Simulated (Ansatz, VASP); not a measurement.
Bi3Br2: VASP beside Ansatz

```
Bi Br
1.0
     2.92590    1.68927   13.28387
    -2.92590    1.68927   13.28387
     0.00000   -3.37853   13.28387
Bi Br
6 4
Cartesian
  -1.0532 -1.6893 16.6048
  1.9895 -0.0674 16.6048
  -0.9364 1.7567 16.6048
  1.0532 1.6893 23.2468
  -1.9895 0.0674 23.2468
  0.9364 -1.7567 23.2468
  0.0000 0.0000 34.1616
  0.0000 0.0000 25.6158
  0.0000 0.0000 5.6900
  0.0000 0.0000 14.2358
```

Alike in both runs: functional PBE; k mesh 3 × 3 × 3; occupations gaussian, width 0.1 eV; no spin polarisation.

Ansatz relaxed the structure, and its values are those at the end. VASP's run is a single point on that final structure, the one shown.

|  | VASP | Ansatz |
| --- | --- | --- |
| version | VASP 6.6.1 | Ansatz 0.2.0 |
| potentials or method | VASP PAW PBE potentials, release 64 (Bi_d, Br), cutoff 520 eV | scalar-relativistic, plane waves, PAW |
| valence electrons in the cell | 118 | 118 |

Ansatz gave:

| Quantity | Value |
| --- | --- |
| gap on the k mesh at the Fermi level (eV) | none |
| pressure (GPa) | 0.1 |
| rms of the force components (eV/Å) | 0.005 |

Q: Which values does VASP return?

A: gap on the k mesh at the Fermi level (eV): none; pressure (GPa): 0.0; rms of the force components (eV/Å): 0.005.

A gap of «none» marks a metal or a gap that the smearing closes.

The k mesh is coarse, so the values compare programs but aren't converged. Neither program's run includes spin-orbit coupling.
